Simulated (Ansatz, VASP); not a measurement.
## Two plane-wave programs on Zr3TiB4

The input INCAR:

```
PREC     = Accurate       # precision mode
ENCUT    = 600            # plane-wave cutoff, eV
EDIFF    = 1E-6           # SCF threshold, eV
ISMEAR   = 0              # smearing method
SIGMA    = 0.2            # smearing width, eV
LREAL    = False          # projectors in reciprocal space
LASPH    = True           # aspherical terms in the spheres
NELM     = 80             # most SCF steps
ALGO     = Normal         # electronic algorithm
ISIF     = 3              # what is computed and relaxed
LWAVE    = False          # write WAVECAR
LCHARG   = False          # write CHGCAR
GGA      = PE             # functional
IBRION   = 2              # ionic algorithm
NSW      = 80             # ionic steps
EDIFFG   = -0.025         # ionic threshold
```

The input KPOINTS:

```
Automatic mesh
0
Gamma
  6 4 4
```

File POSCAR:

```
Zr3TiB4
1.0
    0.0139767768     -3.1474165198      0.0583603220
   -4.9151585097      0.0217288080     -0.0722095700
    0.0423625731      0.1176864023     -6.4661399838
Zr Ti B
3 1 4
Direct
    0.5173344800      0.1190763299      0.8183793624
    0.5175045510      0.3652476657      0.3262309411
   -0.0076960994      0.6392135100      0.6707301499
    0.9882153213      0.8550060721      0.1864574386
   -0.0014308403      0.4242460630      0.0249834907
    0.4768878020      0.6070619942      0.9777898506
    0.5155462779      0.8983150571      0.4713187876
    0.9936385075      0.0918333082      0.5241099791
```

Input for Ansatz:

```yaml
crystal:
  lattice:
    - [0.0139767768, -3.1474165198, 0.058360322]
    - [-4.9151585097, 0.021728808, -0.07220957]
    - [0.0423625731, 0.1176864023, -6.4661399838]
  atoms:
    - { symbol: Zr, position: [0.51733448, 0.1190763299, 0.8183793624] }
    - { symbol: Zr, position: [0.517504551, 0.3652476657, 0.3262309411] }
    - { symbol: Zr, position: [-0.0076960994, 0.63921351, 0.6707301499] }
    - { symbol: Ti, position: [0.9882153213, 0.8550060721, 0.1864574386] }
    - { symbol: B, position: [-0.0014308403, 0.424246063, 0.0249834907] }
    - { symbol: B, position: [0.476887802, 0.6070619942, 0.9777898506] }
    - { symbol: B, position: [0.5155462779, 0.8983150571, 0.4713187876] }
    - { symbol: B, position: [0.9936385075, 0.0918333082, 0.5241099791] }
basis:
  ecutwfc: 420
kpoints:
  mp_grid: { grid: [6, 4, 4] }
hamiltonian:
  xc: pbe
scf:
  occupations: { method: gaussian, width: 0.2 }
  lower_state_search: "off"
output:
  forces: true
  stress: true
  eigenvalues: true
relax:
  adjacent_minimum: "off"
  f_tol: 0.025
  max_steps: 60
  cell: { stress_tol: 0.25 }
```

Change from the starting cell: cell x1, atoms moved at random (sigma 0.05 Å) and cell strained at random (1.5 %), then relaxed without symmetry.

Alike in both runs: task relaxation of cell and atoms; functional PBE; k mesh 6 × 4 × 4; occupations gaussian, width 0.2 eV; no spin polarisation.

|  | VASP | Ansatz |
| --- | --- | --- |
| version | VASP 6.6.1 | Ansatz 0.2.0 |
| potentials or method | VASP PAW PBE potentials, release 64 (Zr_sv, Ti_sv, B), cutoff 600 eV | scalar-relativistic, plane waves, PAW |
| valence electrons in the cell | 60 | 60 |

|  | VASP | Ansatz | Ansatz less VASP |
| --- | --- | --- | --- |
| gap on the k mesh at the Fermi level, each at its own relaxed structure (eV) | none | none | - |
| relaxed volume (Å³/atom) | 12.91 | 12.90 | -0.010 |
| relaxed cell length with the largest relative difference (Å) | 3.200 | 3.199 | -0.0011 |

A gap of «none» marks a metal or a gap that the smearing closes.
